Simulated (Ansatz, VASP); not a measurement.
## One calculation of NaHI, two programs

File INCAR:

```
SYSTEM = NaHI
PREC = Accurate ; ENCUT = 520
EDIFF = 1E-6 ; ISMEAR = 1
SIGMA = 0.0643 ; LREAL = .FALSE.
LASPH = .TRUE. ; NELM = 60
ALGO = Normal ; ISIF = 2
LWAVE = .FALSE. ; LCHARG = .FALSE.
GGA = PS ; NBANDS = 24
```

File KPOINTS:

```
regular mesh
0
G
  6 6 4
  0 0 0
```

Contents of POSCAR:

```
NaHI
1.0
    4.1262910000      0.0000000000      0.0000000000
    0.0000000000      4.1262910000      0.0000000000
    0.0000000000      0.0000000000      7.9769300000
Na H I
2 2 2
Direct
    0.0000000000      0.5000000000      0.2000000000
    0.5000000000      0.0000000000      0.8000000000
    0.0000000000      0.0000000000      0.0000000000
    0.5000000000      0.5000000000      0.0000000000
    0.0000000000      0.5000000000      0.7000000000
    0.5000000000      0.0000000000      0.3000000000
```

Input for Ansatz:

```yaml
crystal:
  lattice:
    - [4.126291, 0.0, 0.0]
    - [0.0, 4.126291, 0.0]
    - [0.0, 0.0, 7.97693]
  atoms:
    - { symbol: Na, position: [0.0, 0.5, 0.2] }
    - { symbol: Na, position: [0.5, 0.0, 0.8] }
    - { symbol: H, position: [0.0, 0.0, 0.0] }
    - { symbol: H, position: [0.5, 0.5, 0.0] }
    - { symbol: I, position: [0.0, 0.5, 0.7] }
    - { symbol: I, position: [0.5, 0.0, 0.3] }
  symmetry: { tolerance: 0.0003 }
kpoints:
  mp_grid: { grid: [6, 6, 4], shift: [0, 0, 0] }
  band_path:
    path:
      - [0.0, 0.0, 0.0]
      - [0.0, 0.5, 0.0]
      - [0.5, 0.5, 0.0]
      - [0.0, 0.0, 0.0]
      - [0.0, 0.0, 0.5]
      - [0.0, 0.5, 0.5]
      - [0.5, 0.5, 0.5]
      - [0.0, 0.0, 0.5]
    npoints: 7
magnetization:
  spin_polarized: false
scf:
  occupations: { method: methfessel_paxton, width: 0.0643 }
  lower_state_search: "off"
  max_iter: 200
hamiltonian:
  pseudopotentials: { kind: paw }
  xc: pbesol
basis:
  ecutwfc: 420
  fft_grid_basis: typed
output:
  forces: true
  stress: true
  eigenvalues: true
  bader: true
  populations: true
  elf: true
  write_potential: true
  volumetric_format: npy
  dos:
    e_range: [-12, 8]
    de: 0.05
    projected: { site_lists: { H: [H], I: [I], Na: [Na] } }
checkpoint:
  read: saved_state
```

Alike in both runs: task single point; functional PBEsol; k mesh 6 × 6 × 4; occupations methfessel-paxton of order 1, width 0.0643 eV; no spin polarisation.

```csv
,VASP,Ansatz
version,VASP 6.6.1,Ansatz 0.2.0
potentials or method,"VASP PAW PBE potentials, release 64 (Na_pv, H, I), cutoff 520 eV",PAW plane waves
valence electrons in the cell,30,54
```

Ansatz gave:

```
pressure (GPa)                                                : 0.1
traceless stress, the component that is largest in VASP (GPa) : -3.04
rms of the force components (eV/Å)                            : 0.127
```

**Question.** Which values does VASP return?

**Answer.** Pressure (GPa): 0.2; traceless stress, the component that is largest in VASP (GPa): -3.07; rms of the force components (eV/Å): 0.129.

VASP's potentials were made for PBE, not for PBEsol. Atom by atom the forces differ by 0.002 eV/Å (rms over components). With one functional, cell and mesh, what is left measures potentials, basis and numerics. VASP's potentials hold 30 valence electrons a cell and Ansatz's 54, so a difference there can come from the potentials and not from the codes.

Spin-orbit coupling is off throughout.
